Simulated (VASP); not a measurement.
# BaTe (Cmcm) in VASP: single point with PBE

Aim: the single point of BaTe with PBE.

Everything below comes from runs of VASP 6.6.1. Logs are shortened: lines on timing, memory, paths and dates and some standing lists are left out, and cuts for length are marked.

## (1) The cell of the first run

Symmetry: Cmcm, No. 63, orthorhombic system. Conventional cell: a = 4.593 Å, b = 13.514 Å, c = 5.364 Å, α = 90.00°, β = 90.00°, γ = 90.00°. Within 4.6 Å of Ba (site symmetry m2m) lie 7 Te at 3.48 to 4.00 Å and 4 Ba at 4.25 to 4.59 Å. Te (site symmetry m2m) has 7 Ba at 3.48 to 4.00 Å and 4 Te at 4.22 to 4.59 Å within 4.6 Å.

## (2) Single point, PBE

Contents of INCAR:

```
  ALGO = Normal
  EDIFF = 1E-7
  ENCUT = 520
  GGA = PE
  ISIF = 2
  ISMEAR = 0
  LASPH = True
  LCHARG = False
  LREAL = False
  LWAVE = False
  NBANDS = 24
  NELM = 60
  PREC = Accurate
  SIGMA = 0.2
```

Contents of KPOINTS:

```
k-points
0
Gamma
  4 4 4
```

Contents of POSCAR:

```
BaTe
1.0
    2.2965832560     -6.7571155544      0.0000000000
    2.2965832560      6.7571155544      0.0000000000
    0.0000000000      0.0000000000      5.3641065040
Ba Te
2 2
Direct
    0.8780449081      0.1219550919      0.2500000000
    0.1219550919      0.8780449081      0.7500000000
    0.6207223193      0.3792776807      0.2500000000
    0.3792776807      0.6207223193      0.7500000000
```

Potentials or basis: VASP PAW PBE potentials, release 64 (Ba_sv, Te).

Command:

```sh
cat potpaw_PBE.64/Ba_sv/POTCAR potpaw_PBE.64/Te/POTCAR > POTCAR
mpirun -np 1 vasp_std > vasp.out
```

OUTCAR:

```text
EDIFF = 1E-7
   ENCUT = 520
   GGA = PE
   ISIF = 2
   ISMEAR = 0
   LASPH = True
   LREAL = False
   NELM = 60
   PREC = Accurate

 ion  position               nearest neighbor table
   1  0.878  0.122  0.250-   3 3.48   4 3.53   4 3.53   4 3.53   4 3.53   3 4.00   3 4.00   2 4.25
                             2 4.25
   2  0.122  0.878  0.750-   4 3.48   3 3.53   3 3.53   3 3.53   3 3.53   4 4.00   4 4.00   1 4.25
                             1 4.25
   3  0.621  0.379  0.250-   1 3.48   2 3.53   2 3.53   2 3.53   2 3.53   1 4.00   1 4.00
   4  0.379  0.621  0.750-   2 3.48   1 3.53   1 3.53   1 3.53   1 3.53   2 4.00   2 4.00

  LATTYP: Found a base centered orthorhombic cell.
 ALAT       =     4.5931665120
 B/A-ratio  =     2.9422471564
 C/A-ratio  =     1.1678449910

  Lattice vectors:

 A1 = (   2.2965832560,  -6.7571155544,   0.0000000000)
 A2 = (   2.2965832560,   6.7571155544,   0.0000000000)
 A3 = (   0.0000000000,   0.0000000000,   5.3641065040)

Analysis of symmetry for initial positions (statically):
=====================================================================
 Subroutine PRICEL returns:
 Original cell was already a primitive cell.

 Routine SETGRP: Setting up the symmetry group for a
 base centered orthorhombic supercell.

 Subroutine GETGRP returns: Found  8 space group operations
 (whereof  4 operations were pure point group operations)
 out of a pool of  8 trial point group operations.

The static configuration has the point symmetry C_2h.
 The point group associated with its full space group is D_2h.

Analysis of symmetry for dynamics (positions and initial velocities):
=====================================================================
 Subroutine PRICEL returns:
 Original cell was already a primitive cell.

 Routine SETGRP: Setting up the symmetry group for a
 base centered orthorhombic supercell.

 Subroutine GETGRP returns: Found  8 space group operations
 (whereof  4 operations were pure point group operations)
 out of a pool of  8 trial point group operations.

The dynamic configuration has the point symmetry C_2h.
 The point group associated with its full space group is D_2h.

 Subroutine INISYM returns: Found  8 space group operations
 (whereof  4 operations are pure point group operations),
 and found     1 'primitive' translations

----------------------------------------------------------------------------------------

                                     Primitive cell

  volume of cell :     166.4834

  direct lattice vectors                    reciprocal lattice vectors
     2.296583256 -6.757115554  0.000000000     0.217714728 -0.073996071  0.000000000
     2.296583256  6.757115554  0.000000000     0.217714728  0.073996071  0.000000000
     0.000000000  0.000000000  5.364106504     0.000000000  0.000000000  0.186424337

  length of vectors
     7.136729312  7.136729312  5.364106504     0.229945910  0.229945910  0.186424337

  position of ions in fractional coordinates (direct lattice)
     0.878044908  0.121955092  0.250000000
     0.121955092  0.878044908  0.750000000
     0.620722319  0.379277681  0.250000000
     0.379277681  0.620722319  0.750000000

  ion indices of the primitive-cell ions
   primitive index   ion index
                 1           1
                 2           2
                 3           3
                 4           4

----------------------------------------------------------------------------------------

 KPOINTS: k-points

Automatic generation of k-mesh.
 Grid dimensions read from file:
 generate k-points for:    4    4    4

 Generating k-lattice:

  Cartesian coordinates                     Fractional coordinates (reciprocal lattice)
     0.054428682 -0.018499018  0.000000000     0.250000000 -0.000000000  0.000000000
     0.054428682  0.018499018  0.000000000    -0.000000000  0.250000000  0.000000000
     0.000000000  0.000000000  0.046606084     0.000000000  0.000000000  0.250000000

  Length of vectors
     0.057486477  0.057486477  0.046606084

  Shift w.r.t. Gamma in fractional coordinates (k-lattice)
     0.000000000  0.000000000  0.000000000

 Subroutine IBZKPT returns following result:
 ===========================================

 Found     21 irreducible k-points:

 Following reciprocal coordinates:
            Coordinates               Weight
  0.000000  0.000000  0.000000      1.000000
  0.250000 -0.000000  0.000000      4.000000
  0.500000 -0.000000  0.000000      2.000000
  0.250000  0.250000  0.000000      2.000000
  0.500000  0.250000  0.000000      4.000000
 -0.250000  0.250000  0.000000      2.000000
[... 13 lines left out ...]
 -0.250000  0.250000  0.500000      2.000000
  0.500000  0.500000  0.500000      1.000000
   k-points           NKPTS =     21   k-points in BZ     NKDIM =     21   number of bands    NBANDS=     24
   number of dos      NEDOS =    301   number of ions     NIONS =      4
   total plane-waves  NPLWV = 116640
   dimension x,y,z NGX =    54 NGY =   54 NGZ =   40
   dimension x,y,z NGXF=   108 NGYF=  108 NGZF=   80
   ions per type =               2   2
   NGX,Y,Z   is equivalent  to a cutoff of  12.58, 12.58, 12.40 a.u.
   NGXF,Y,Z  is equivalent  to a cutoff of  25.16, 25.16, 24.79 a.u.
 SYSTEM =  unknown system
   PREC   = accura    normal or accurate (medium, high low for compatibility)
   ISTART =      0    job   : 0-new  1-cont  2-samecut
   ICHARG =      2    charge: 1-file 2-atom 10-const
   ISPIN  =      1    spin polarized calculation?
   LNONCOLLINEAR =      F non collinear calculations
   LSORBIT =      F    spin-orbit coupling
   LASPH  =      T    aspherical Exc in radial PAW
   ENCUT  =  520.0 eV  38.22 Ry    6.18 a.u.  13.27 13.27  9.97*2*pi/ulx,y,z
   NELM   =     60;   NELMIN=  2; NELMDL= -5     # of ELM steps
   EDIFF  = 0.1E-06   stopping-criterion for ELM
   LREAL  =      F    real-space projection
   EDIFFG = 0.1E-05   stopping-criterion for IOM
   NSW    =      0    number of steps for IOM
   IBRION =     -1    ionic relax: 0-MD 1-quasi-New 2-CG
   NFREE  =      0    steps in history (QN), initial steepest desc. (CG)
   ISIF   =      2    stress and relaxation
   ISYM   =      2    0-nonsym 1-usesym 2-fastsym
   POTIM  = 0.5000    time-step for ionic-motion
   TEBEG  =    0.0;   TEEND  =   0.0 temperature during run
   PSTRESS=    0.0 pullay stress
   NELECT =      32.0000    total number of electrons
   NUPDOWN=      -1.0000    fix difference up-down
   EMIN   =  10.00;   EMAX   =-10.00  energy-range for DOS
   EFERMI =   0.00;   METHOD = LEGACY
   ISMEAR =     0;   SIGMA  =   0.20  broadening in eV -4-tet -1-fermi 0-gaus
   EFERMI_NEDOS =   21; number of points for ismear=-14 and -15
   IALGO  =     38    algorithm
   IMIX   =      4    mixing-type and parameters
     AMIX     =   0.40;   BMIX     =  1.00
     AMIX_MAG =   1.60;   BMIX_MAG =  1.00
  volume/ion in A,a.u.               =      41.62       280.87
  Fermi-wavevector in a.u.,A,eV,Ry     =   0.944788  1.785391 12.144900  0.892625
  Thomas-Fermi vector in A             =   2.072627
   LORBIT       =      0    0 simple, 1 ext, 2 COOP (PROOUT), +10 PAW based schemes
   GGA     = PE    functional components
   LHFCALC =     F    Hartree Fock is set to
   AEXX    =    0.0000 exact exchange contribution
   IVDW    =     0    specifies the selected vdW correction
   LEPSILON=     F    determine dielectric tensor
   LRPA    =     F    only Hartree local field effects (RPA)
 non-spin polarized calculation
 Gauss-broadening in eV      SIGMA  =   0.20
  energy-cutoff  :      520.00
  volume of cell :      166.48
 maximum number of plane-waves:      4520
 NGX is ok and might be reduce to    54
   NGX = 27   NGY = 27   NGZ = 19

 number of electron      31.9999999 magnetization

 Free energy of the ion-electron system (eV)
  ---------------------------------------------------
  ext. energy  EPLUGINS =         0.00000000
  ---------------------------------------------------
  free energy    TOTEN  =       -16.79375330 eV

  energy without entropy =      -16.79375322  energy(sigma->0) =      -16.79375326

 E-fermi :   3.4923     XC(G=0):  -8.4218

 val. band max:        2.8376712178   @ k =   0.5000   0.5000   0.0000
 cond. band min:       4.1467390379   @ k =   0.5000   0.5000   0.0000
 fundamental gap:      1.3090678201
 Fermi energy:         3.4923434703

 k-point     1 :       0.0000    0.0000    0.0000
  band No.  band energies     occupation
      1     -24.7121      2.00000
      2     -24.6774      2.00000
      3     -10.1172      2.00000
      4      -9.9956      2.00000
      5      -9.8215      2.00000
      6      -9.8123      2.00000
[... 16 lines left out ...]
     23       6.5681      0.00000
     24       6.7983      0.00000

 k-point     2 :       0.2500   -0.0000    0.0000
  band No.  band energies     occupation
      1     -24.7048      2.00000
      2     -24.6744      2.00000
      3     -10.1029      2.00000
      4     -10.0210      2.00000
      5      -9.9592      2.00000
      6      -9.9260      2.00000
[... 16 lines left out ...]
     23       7.4859      0.00000
     24       7.8063      0.00000

 k-point     3 :       0.5000   -0.0000    0.0000
  band No.  band energies     occupation
      1     -24.6971      2.00000
      2     -24.6717      2.00000
      3     -10.2041      2.00000
      4     -10.1252      2.00000
      5      -9.9754      2.00000
      6      -9.9201      2.00000
[... 16 lines left out ...]
     23       7.9663      0.00000
     24       8.4379      0.00000

 k-point     4 :       0.2500    0.2500    0.0000
  band No.  band energies     occupation
      1     -24.6971      2.00000
      2     -24.6717      2.00000
      3     -10.2231      2.00000
      4     -10.0773      2.00000
      5     -10.0087      2.00000
      6      -9.9201      2.00000
[... 16 lines left out ...]
     23       8.1954      0.00000
     24       8.2519      0.00000

 k-point     5 :       0.5000    0.2500    0.0000
  band No.  band energies     occupation
      1     -24.7006      2.00000
      2     -24.6786      2.00000
      3     -10.1151      2.00000
      4     -10.0183      2.00000
      5      -9.9346      2.00000
      6      -9.9222      2.00000
[... 16 lines left out ...]
     23       7.6287      0.00000
     24       7.6441      0.00000

 k-point     6 :      -0.2500    0.2500    0.0000
  band No.  band energies     occupation
      1     -24.7085      2.00000
      2     -24.6809      2.00000
      3     -10.1007      2.00000
      4      -9.9754      2.00000
      5      -9.8655      2.00000
      6      -9.8427      2.00000
[... 16 lines left out ...]
     23       6.3458      0.00000
     24       6.8926      0.00000
[... 298 lines left out ...]
 k-point    18 :       0.2500    0.2500    0.5000
  band No.  band energies     occupation
      1     -24.6828      2.00000
      2     -24.6828      2.00000
      3     -10.0566      2.00000
      4     -10.0566      2.00000
      5     -10.0214      2.00000
      6     -10.0214      2.00000
[... 16 lines left out ...]
     23       7.4878      0.00000
     24       7.4878      0.00000

 k-point    19 :       0.5000    0.2500    0.5000
  band No.  band energies     occupation
      1     -24.6879      2.00000
      2     -24.6879      2.00000
      3     -10.1670      2.00000
      4     -10.1670      2.00000
      5      -9.9165      2.00000
      6      -9.9165      2.00000
[... 16 lines left out ...]
     23       7.7624      0.00000
     24       7.7624      0.00000

 k-point    20 :      -0.2500    0.2500    0.5000
  band No.  band energies     occupation
      1     -24.6930      2.00000
      2     -24.6930      2.00000
      3     -10.2033      2.00000
      4     -10.2033      2.00000
      5      -9.8508      2.00000
      6      -9.8508      2.00000
[... 16 lines left out ...]
     23       7.2211      0.00000
     24       7.2211      0.00000

 k-point    21 :       0.5000    0.5000    0.5000
  band No.  band energies     occupation
      1     -24.6930      2.00000
      2     -24.6930      2.00000
      3     -10.2662      2.00000
      4     -10.2662      2.00000
      5      -9.8001      2.00000
      6      -9.8001      2.00000
[... 16 lines left out ...]
     23       7.5231      0.00000
     24       7.5231      0.00000

------------------------ aborting loop because EDIFF is reached ----------------------------------------

  FORCE on cell =-STRESS in cart. coord.  units (eV):
  Direction    XX          YY          ZZ          XY          YZ          ZX
  --------------------------------------------------------------------------------------
  -------------------------------------------------------------------------------------
  Total        0.3221855      0.0518241      0.4921007      0.0000000     -0.0000000      0.0000000
  in kB        3.1005997      0.4987368      4.7358034      0.0000000     -0.0000000      0.0000000
  external PRESSURE =       2.7783800 kB  Pullay stress =       0.0000000 kB

 VOLUME and BASIS-vectors are now :
 -----------------------------------------------------------------------------
  energy-cutoff  :      520.00
  volume of cell :      166.48
      direct lattice vectors                 reciprocal lattice vectors
     2.296583256 -6.757115554  0.000000000     0.217714728 -0.073996071  0.000000000
     2.296583256  6.757115554  0.000000000     0.217714728  0.073996071  0.000000000
     0.000000000  0.000000000  5.364106504     0.000000000  0.000000000  0.186424337

 POSITION                                       TOTAL-FORCE (eV/Angst)
 -----------------------------------------------------------------------------------
      2.29658     -5.10899      1.34103         0.000000     -0.009223      0.000000
      2.29658      5.10899      4.02308         0.000000      0.009223     -0.000000
      2.29658     -1.63147      1.34103         0.000000      0.027532     -0.000000
      2.29658      1.63147      4.02308         0.000000     -0.027532     -0.000000
 -----------------------------------------------------------------------------------
    total drift:                                0.000000      0.000000     -0.000000

  FREE ENERGIE OF THE ION-ELECTRON SYSTEM (eV)
  ---------------------------------------------------
  free  energy   TOTEN  =       -16.7937533025 eV

  energy  without entropy=      -16.7937532228  energy(sigma->0) =      -16.79375326
```

It took 2.6 min on 1 thread of AMD EPYC 7R43 (Zen 3), shared host; peak memory 0.33 GiB.

Results:

```yaml
Free_energy: -16.7938 eV
Pressure: 0.3 GPa
Largest_force: 0.028 eV/Å
Band_gap_on_the_k_mesh: 1.31 eV, direct
```

Forces in eV/Å, atoms in the order of the input:
```
Ba   0.000 -0.009  0.000
Ba   0.000  0.009  0.000
Te   0.000  0.028  0.000
Te   0.000 -0.028  0.000
```

Levels at points of the mesh, in eV from the valence-band top:
```csv
k point,band 13,band 14,band 15,band 16,band 17,band 18,band 19,band 20
"(0.00, 0.00, 0.00)",-0.38,-0.30,-0.20,-0.14,1.52,1.83,1.91,2.45
"(0.50, 0.00, 0.00)",-1.98,-1.83,-1.32,-0.35,2.91,2.95,3.78,3.85
"(0.50, 0.50, 0.00)",-0.99,-0.60,-0.38,0.00,1.31,2.20,2.97,2.98
"(0.00, 0.00, 0.50)",-1.13,-1.13,-0.98,-0.98,2.99,2.99,3.37,3.37
"(0.50, 0.00, 0.50)",-1.32,-1.32,-0.59,-0.59,2.16,2.16,3.44,3.44
"(0.50, 0.50, 0.50)",-0.91,-0.91,-0.87,-0.87,3.10,3.10,3.90,3.90
```

Caveat: spin-orbit coupling is left out, which moves the levels of the heavy elements. PBE gaps usually lie below the measured ones, often by a third to a half.
